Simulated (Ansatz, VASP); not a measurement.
Two plane-wave programs on Be

```
Be
1.0
     2.25688    0.00000    0.00000
    -1.12844    1.95452    0.00000
     0.00000    0.00000    7.17781
Be
4
Direct
  0.66667 0.33333 0.75000
  0.33333 0.66667 0.25000
  0.00000 0.00000 0.00000
  0.00000 0.00000 0.50000
```

Change from the starting cell: the structure that the rattled O type (P6_3/mmc, No. 194) fell into.

Alike in both runs: task relaxation of cell and atoms; functional PBE; k mesh 24 × 24 × 8; occupations gaussian, width 0.1 eV; no spin polarisation.

|  | VASP | Ansatz |
| --- | --- | --- |
| version | VASP 6.6.1 | Ansatz 0.2.0 |
| potentials or method | VASP PAW PBE potentials, release 64 (Be), cutoff 600 eV | scalar-relativistic, plane waves, PAW |
| valence electrons in the cell | 8 | 8 |

```tsv
	VASP	Ansatz	Ansatz less VASP
gap on the k mesh at the Fermi level, each at its own relaxed structure (eV)	none	none	-
relaxed volume (Å³/atom)	7.91	7.90	-0.011
relaxed cell length with the largest relative difference (Å)	2.256	2.255	-0.0011
```

A gap of «none» marks a metal or a gap that the smearing closes.
